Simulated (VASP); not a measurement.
SnO2, 6 atoms in the cell. It takes space group Pnnm (No. 58, orthorhombic). Conventional cell: a = 4.905 Å, b = 4.985 Å, c = 3.320 Å, α = 90.00°, β = 90.00°, γ = 90.00°. Within 2.8 Å of Sn (site symmetry 2/m) lie 6 O at 2.14 to 2.15 Å. O (site symmetry m) has 3 Sn at 2.14 to 2.15 Å and 1 O at 2.71 Å within 2.8 Å. 

* Program: VASP 6.6.1
* Task: single point
* Functional: LDA
* Potentials or basis: VASP PAW LDA potentials, release 64 (Sn_d, O)
* Cutoff: 520 eV
* k mesh: 4 × 4 × 6
* Occupations: gaussian, width 0.01 eV
* Spin: no spin polarisation
* Dipole correction: no
* Further INCAR settings: ALGO = Normal; EDIFF = 1e-06; NBANDS = 35

Potentials or basis: VASP PAW LDA potentials, release 64 (Sn_d, O).

The run is started by

```sh
$ cat potpaw_LDA.64/Sn_d/POTCAR potpaw_LDA.64/O/POTCAR > POTCAR
$ mpirun -np 1 vasp_std > vasp.out
```

Hardware: 1 thread of Intel Xeon 8259CL (shared host).

Question: How long does it take, and how much memory?

Answer: It took 2.2 min on 1 thread of Intel Xeon 8259CL, with other jobs on the host, peak memory 0.21 GiB. Counts: scf iterations 14, k points 36.
